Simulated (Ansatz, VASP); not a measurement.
BaTiO3 in VASP and in Ansatz

The input INCAR:

```
SYSTEM = BaTiO3
PREC = Accurate
ENCUT = 520
EDIFF = 1E-8
ISMEAR = -1
SIGMA = 0.03
LREAL = .False.
LASPH = .True.
NELM = 80
ALGO = Normal
ISIF = 2
LWAVE = .False.
LCHARG = .False.
GGA = PE
LEFG = .True.
NBANDS = 28
```

The input KPOINTS:

```
Automatic mesh
0
Gamma
  7 7 7
  0 0 0
```

POSCAR

```
BaTiO3
1.0
    3.8798060000      0.0000000000      0.0000000000
    0.0000000000      3.8798060000      0.0000000000
    0.0000000000      0.0000000000      4.0180000000
Ba Ti O
1 1 3
Direct
    0.0000000000      0.0000000000      0.0000000000
    0.5000000000      0.5000000000      0.5000000000
    0.5000000000      0.5000000000      0.0000000000
    0.5000000000      0.0000000000      0.5000000000
    0.0000000000      0.5000000000      0.5000000000
```

Input for Ansatz:

```yaml
crystal:
  lattice:
    - [3.879806, 0.0, 0.0]
    - [0.0, 3.879806, 0.0]
    - [0.0, 0.0, 4.018]
  atoms:
    - { symbol: Ba, position: [0.0, 0.0, 0.0] }
    - { symbol: Ti, position: [0.5, 0.5, 0.5] }
    - { symbol: O, position: [0.5, 0.5, 0.0] }
    - { symbol: O, position: [0.5, 0.0, 0.5] }
    - { symbol: O, position: [0.0, 0.5, 0.5] }
kpoints:
  mp_grid: { grid: [7, 7, 7] }
scf:
  occupations: { method: fermi_dirac, width: 0.03 }
hamiltonian:
  xc: pbe
  pseudopotentials: { kind: all_electron, datasets: crystal }
output:
  forces: true
  stress: true
  eigenvalues: true
  efg: { contact_densities: true }
```

Change from the starting cell: equal xx and yy strain of -3 %, crystal datasets.

Alike in both runs: task electric field gradients; functional PBE; k mesh 7 × 7 × 7; occupations fermi-dirac, width 0.03 eV; no spin polarisation.

|  | VASP | Ansatz |
| --- | --- | --- |
| version | VASP 6.6.1 | Ansatz 0.2.0 |
| potentials or method | VASP PAW PBE potentials, release 64 (Ba_sv, Ti_sv, O), cutoff 520 eV | all-electron PAW with datasets made for the crystal, scalar-relativistic |

Ansatz gave:

| Item | Value |
| --- | --- |
| gap on the k mesh at the Fermi level (eV) | 1.93 |
| pressure (GPa) | 13.9 |
| traceless stress, the component that is largest in VASP (GPa) | -5.59 |
| size of Vzz on the site where it differs most (V/Å²) | 7.9 |

Q: Estimate VASP's values.

A: gap on the k mesh at the Fermi level (eV): 1.89; pressure (GPa): 16.1; traceless stress, the component that is largest in VASP (GPa): -5.80; size of Vzz on the site where it differs most (V/Å²): 9.0.

Ansatz ran all-electron here, and VASP with PAW potentials.

Spin-orbit coupling is off throughout.
